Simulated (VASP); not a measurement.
Write the native input for VASP 6.6.1 that does the following.

- Task: single point
- Functional: LDA
- Potentials or basis: VASP PAW LDA potentials, release 64 (Pb_d, F)
- Cutoff: 520 eV
- k mesh: 4 × 4 × 4
- Occupations: gaussian, width 0.01 eV
- Spin: no spin polarisation
- Dipole correction: no
- Further INCAR settings: ALGO = Normal; EDIFF = 1e-06; NBANDS = 21

The structure of PbF2 lies in POSCAR:

```
PbF2
1.0
    0.0000000000      2.9604388882      2.9604388882
    2.9604388882      0.0000000000      2.9604388882
    2.9604388882      2.9604388882      0.0000000000
Pb F
1 2
Direct
    0.0000000000      0.0000000000      0.0000000000
    0.2500000000      0.2500000000      0.2500000000
    0.7500000000      0.7500000000      0.7500000000
```

These files were run (other wordings do the same):

INCAR

```
SYSTEM = PbF2
PREC = Accurate
ENCUT = 520
EDIFF = 1E-6
ISMEAR = 0
SIGMA = 0.01
LREAL = .FALSE.
LASPH = .TRUE.
NELM = 60
ALGO = Normal
ISIF = 2
LWAVE = .FALSE.
LCHARG = .TRUE.
GGA = CA
LELF = .TRUE.
LVHAR = .TRUE.
NBANDS = 21
```

KPOINTS

```
Automatic mesh
0
G
  4 4 4
  0 0 0
```

Potentials or basis: VASP PAW LDA potentials, release 64 (Pb_d, F).

Run with:

```bash
$ cat potpaw_LDA.64/Pb_d/POTCAR potpaw_LDA.64/F/POTCAR > POTCAR
$ mpirun -np 1 vasp_std > vasp.out
```

Results of the run:

* Pressure: -4.3 GPa
* Band gap on the k mesh: 4.22 eV, indirect (least direct gap 4.38 eV)

Caveat: the k points lie up to 0.46 Å⁻¹ apart; spin-orbit coupling is left out, which moves the levels of the heavy elements.

Wall time 17 s on 1 thread of AMD EPYC 7R13 Processor (Zen 3), with other jobs on the host, peak memory 0.12 GiB.
